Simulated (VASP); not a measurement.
Here is a VASP 6.6.1 calculation.

File INCAR:

```
PREC = Accurate ; ENCUT = 520
EDIFF = 1E-6 ; ISMEAR = 0
SIGMA = 0.05 ; LREAL = False
LASPH = True ; NELM = 80
ALGO = Normal ; ISIF = 2
LWAVE = False ; LCHARG = False
GGA = PE ; NBANDS = 26
```

The input KPOINTS:

```
regular mesh
0
Gamma
  9 9 2
```

Contents of POSCAR:

```
MgO
1.0
    3.3899000000      0.0000000000      0.0000000000
   -1.6949500000      2.9357395163      0.0000000000
    0.0000000000      0.0000000000     10.2335000000
Mg O
4 4
Direct
    0.3333333333      0.6666666667      0.9694906392
    0.0000000000      0.0000000000      0.2208211786
    0.0000000000      0.0000000000      0.7208211786
    0.6666666667      0.3333333333      0.4694906392
    0.3333333333      0.6666666667      0.7800420079
    0.0000000000      0.0000000000      0.5296443544
    0.0000000000      0.0000000000      0.0296443544
    0.6666666667      0.3333333333      0.2800420079
```

Potentials or basis: VASP PAW PBE potentials, release 64 (Mg, O).

Command:

```sh
$ cat potpaw_PBE.64/Mg/POTCAR potpaw_PBE.64/O/POTCAR > POTCAR
$ mpirun -np 1 vasp_std > vasp.out
```

(1) What does it give for the band gap on the k mesh?

(2) Estimate the largest force.

(3) Predict the pressure.

Answers

(1) 3.12 eV, direct.

(2) 0.531 eV/Å.

(3) -4.1 GPa.
